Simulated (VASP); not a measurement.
Input of a VASP 6.6.1 run:

Contents of INCAR:

```
PREC = Accurate
ENCUT = 700
EDIFF = 1E-6
ISMEAR = 0
SIGMA = 0.02
LREAL = F
LASPH = T
NELM = 200
ALGO = Normal
ISIF = 2
LWAVE = F
LCHARG = T
ISPIN = 2
MAGMOM = 0 0 0 0 1 1
LORBIT = 11
NUPDOWN = 2.0
LMAXMIX = 4
LDAU = T
LDAUTYPE = 2
LDAUL = -1 2
LDAUU = 0 3.9
LDAUJ = 0 0
LDAUPRINT = 1
GGA = PE
LELF = T
LVHAR = T
NBANDS = 42
GGA_COMPAT = F
```

The input KPOINTS:

```
Automatic mesh
0
Gamma
  5 5 6
```

Contents of POSCAR:

```
MnF2
1.0
    4.8509000000      0.0000000000      0.0000000000
    0.0000000000      4.8509000000      0.0000000000
    0.0000000000      0.0000000000      3.3043000000
F Mn
4 2
Direct
    0.3046000000      0.3046000000      0.0000000000
    0.1954000000      0.8046000000      0.5000000000
    0.6954000000      0.6954000000      0.0000000000
    0.8046000000      0.1954000000      0.5000000000
    0.0000000000      0.0000000000      0.0000000000
    0.5000000000      0.5000000000      0.5000000000
```

Potentials or basis: VASP PAW PBE potentials, release 64 (F, Mn_sv).

Run with:

```console
$ cat potpaw_PBE.64/F/POTCAR potpaw_PBE.64/Mn_sv/POTCAR > POTCAR
$ mpirun -np 1 vasp_std > vasp.out
```

Problem. Estimate the largest force.

Solution. 0.121 eV/Å.

Problem. Estimate the pressure.

Solution. -10.7 GPa.

Forces on the atoms (eV/Å):
```
F    0.086  0.086  0.000
F   -0.086  0.086  0.000
F   -0.086 -0.086  0.000
F    0.086 -0.086  0.000
Mn   0.000  0.000  0.000
Mn   0.000  0.000  0.000
```

Caveat: the cell stands under tension; the total moment is fixed, so each spin has its own Fermi level and the state may be an excited one; the run started ferromagnetic, and an antiferromagnetic order may lie lower in energy. The state reached can hang on the start; a lower one may exist.
